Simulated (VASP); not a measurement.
**Ru: single point with PBEsol**

The system is Ru.

```xyz
1
Lattice="-1.3450 1.3450 1.3450 1.3450 -1.3450 1.3450 1.3450 1.3450 -1.3450" Properties=species:S:1:pos:R:3 pbc="T T T"
Ru    0.0000    0.0000    0.0000
```

This isn't the form of Ru at room conditions, which is hcp.

* Program: VASP 6.6.1
* Task: single point
* Functional: PBEsol
* Potentials or basis: VASP PAW PBE potentials, release 64 (Ru_pv)
* Cutoff: 520 eV
* k mesh: 20 × 20 × 20
* Occupations: fermi-dirac, width 0.05 eV
* Spin: no spin polarisation

```json
{
 "Pressure": "242.9 GPa",
 "Band gap on the k mesh": "zero (bands 7 and 8 overlap by 6.69 eV)"
}
```

Levels at points of the mesh, in eV from the Fermi level:
```tsv
k point	band 4	band 5	band 6	band 7	band 8	band 9	band 10	band 11
(0.00, 0.00, 0.00)	-10.07	-4.68	-4.68	-4.68	-0.31	-0.31	10.10	16.84
(0.50, 0.00, 0.00)	-9.76	-7.64	-0.09	0.72	2.13	4.40	10.10	13.58
(0.50, 0.50, 0.50)	-10.58	-10.58	3.23	3.23	3.23	10.10	11.90	11.90
```

Run time: 32 s on 1 thread of Intel Xeon 8259CL, on a shared host, peak memory 0.15 GiB.

Caveat: the cell stands under pressure; the PAW data sets were made with another functional, which shifts forces and pressure a little.
